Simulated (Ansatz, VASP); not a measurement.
# One calculation of ZnIr2, two programs

The input POSCAR:

```
ZnIr2
1.0
    0.0000000000      3.4554697152      3.4554697152
    3.4554697152      0.0000000000      3.4554697152
    3.4554697152      3.4554697152      0.0000000000
Zn Ir
2 4
Direct
    0.0000000000      0.0000000000      0.0000000000
    0.2500000000      0.2500000000      0.2500000000
    0.6250000000      0.6250000000      0.6250000000
    0.1250000000      0.6250000000      0.6250000000
    0.6250000000      0.6250000000      0.1250000000
    0.6250000000      0.1250000000      0.6250000000
```

INCAR.step1

```
SYSTEM = ZnIr2
  PREC = Accurate
  ENCUT = 600
  ISMEAR = 0
  SIGMA = 0.1
  LREAL = .False.
  LASPH = .True.
  NELM = 100
  GGA = PE
  ALGO = Normal
  EDIFF = 1E-4
  LWAVE = .True.
  LCHARG = .False.
```

The input INCAR.step2:

```
SYSTEM = ZnIr2
  PREC = Accurate
  ENCUT = 600
  EDIFF = 1E-6
  ISMEAR = 0
  SIGMA = 0.1
  LREAL = .False.
  LASPH = .True.
  NELM = 100
  ALGO = Normal
  ISIF = 3
  LWAVE = .False.
  LCHARG = .False.
  METAGGA = R2SCAN
  LMIXTAU = .True.
  IBRION = 2
  NSW = 90
  EDIFFG = -0.04
  ISTART = 1
```

File KPOINTS:

```
Automatic mesh
0
Gamma
  4 4 4
  0 0 0
```

Input for Ansatz:

```yaml
crystal:
  lattice:
    - [0.0, 3.4554697152, 3.4554697152]
    - [3.4554697152, 0.0, 3.4554697152]
    - [3.4554697152, 3.4554697152, 0.0]
  atoms:
    - { symbol: Zn, position: [0.0, 0.0, 0.0] }
    - { symbol: Zn, position: [0.25, 0.25, 0.25] }
    - { symbol: Ir, position: [0.625, 0.625, 0.625] }
    - { symbol: Ir, position: [0.125, 0.625, 0.625] }
    - { symbol: Ir, position: [0.625, 0.625, 0.125] }
    - { symbol: Ir, position: [0.625, 0.125, 0.625] }
basis:
  ecutwfc: 500
kpoints:
  mp_grid: { grid: [4, 4, 4] }
hamiltonian:
  xc: r2scan
scf:
  occupations: { method: gaussian, width: 0.1 }
  lower_state_search: "off"
output:
  forces: true
  stress: true
  eigenvalues: true
relax:
  adjacent_minimum: "off"
  f_tol: 0.04
  max_steps: 70
  cell: { stress_tol: 0.4 }
```

Alike in both runs: task relaxation of cell and atoms; functional r2SCAN; k mesh 4 × 4 × 4; occupations gaussian, width 0.1 eV; no spin polarisation.

```csv
,VASP,Ansatz
version,VASP 6.6.1,Ansatz 0.2.0
potentials or method,"VASP PAW PBE potentials, release 64 (Zn, Ir), cutoff 600 eV","scalar-relativistic, plane waves, PAW"
valence electrons in the cell,60,92
```

Ansatz gave:

* gap on the k mesh at the Fermi level, each at its own relaxed structure (eV): none
* relaxed volume (Å³/atom): 15.86
* relaxed length of the cell vector where the two differ most in proportion (Å): 5.125

Problem. What did VASP give for the same quantities?

Solution. gap on the k mesh at the Fermi level, each at its own relaxed structure (eV): none; relaxed volume (Å³/atom): 15.97; relaxed length of the cell vector where the two differ most in proportion (Å): 5.137.

VASP's potentials were made for PBE, not for r2SCAN. A gap of «none» marks a metal or a gap that the smearing closes. VASP's potentials hold 60 valence electrons a cell and Ansatz's 92, so a difference there can come from the potentials and not from the codes.

The k mesh is coarse, so the values compare programs but aren't converged. Neither program's run includes spin-orbit coupling. Noted on VASP's run: the volume moved by over 15 % at a fixed basis, so the end points are rough.
